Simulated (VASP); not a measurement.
A run of VASP 6.6.1 is set up as follows.

The input INCAR:

```
ALGO = Normal
EDIFF = 1E-6
ENCUT = 520
GGA = PS
ISIF = 2
ISMEAR = 0
LASPH = T
LCHARG = F
LREAL = F
LWAVE = F
NBANDS = 23
NELM = 60
PREC = Accurate
SIGMA = 0.1
```

KPOINTS

```
k-points
0
Gamma
  12 12 8
```

File POSCAR:

```
SbPt
1.0
    4.1228710669      0.0000000000      0.0000000000
   -2.0614355334      3.5705110804      0.0000000000
    0.0000000000      0.0000000000      5.4284365961
Sb Pt
2 2
Direct
    0.3333333333      0.6666666667      0.2500000000
    0.6666666667      0.3333333333      0.7500000000
    0.0000000000      0.0000000000      0.0000000000
    0.0000000000      0.0000000000      0.5000000000
```

Potentials or basis: VASP PAW PBE potentials, release 64 (Sb, Pt).

The run is started by

```sh
$ cat potpaw_PBE.64/Sb/POTCAR potpaw_PBE.64/Pt/POTCAR > POTCAR
$ mpirun -np 1 vasp_std > vasp.out
```

(1) What does it give for the pressure?

(2) Estimate the band gap on the k mesh.

Results:

(1) 4.4 GPa.

(2) zero (band 15 reaches 12.64 eV, above the bottom of band 16 at 8.43 eV).

Caveat: the PAW data sets were made with another functional, which shifts forces and pressure a little; spin-orbit coupling is left out, which moves the levels of the heavy elements.
